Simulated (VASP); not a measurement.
Here is a VASP 6.6.1 calculation.

The input INCAR:

```
ALGO = Normal
EDIFF = 1E-6
ENCUT = 520
GGA = PE
ISIF = 2
ISMEAR = 0
IVDW = 12
LASPH = T
LCHARG = F
LREAL = F
LWAVE = F
NBANDS = 22
NELM = 100
PREC = Accurate
SIGMA = 0.15
```

The input KPOINTS:

```
k-points
0
Gamma
  10 10 10
```

POSCAR

```
InSb3
1.0
    4.5439805049      0.0000000000      0.0000000000
    0.0000000000      4.5439805049      0.0000000000
    0.0000000000      0.0000000000      4.3546479838
In Sb
1 3
Direct
    0.0000000000      0.0000000000      0.0000000000
    0.5000000000      0.0000000000      0.5000000000
    0.0000000000      0.5000000000      0.5000000000
    0.5000000000      0.5000000000      0.0000000000
```

Potentials or basis: VASP PAW PBE potentials, release 64 (In_d, Sb).

The run is started by

```sh
$ cat potpaw_PBE.64/In_d/POTCAR potpaw_PBE.64/Sb/POTCAR > POTCAR
$ mpirun -np 1 vasp_std > vasp.out
```

Problem. Estimate the dispersion energy per atom.

Solution. -0.565 eV.

Problem. Predict the pressure.

Solution. 14.0 GPa.

Problem. Predict the band gap on the k mesh.

Solution. Zero (bands 14 and 15 overlap by 5.65 eV).

Stress tensor (GPa, compression positive):
```
14.08  0.00  0.00
 0.00 14.08  0.00
 0.00  0.00 13.88
```

Caveat: the cell differs from its parent crystal (strain -0.040 along x and y, -0.080 along z); the cell stands under pressure; spin-orbit coupling is left out, which moves the levels of the heavy elements.
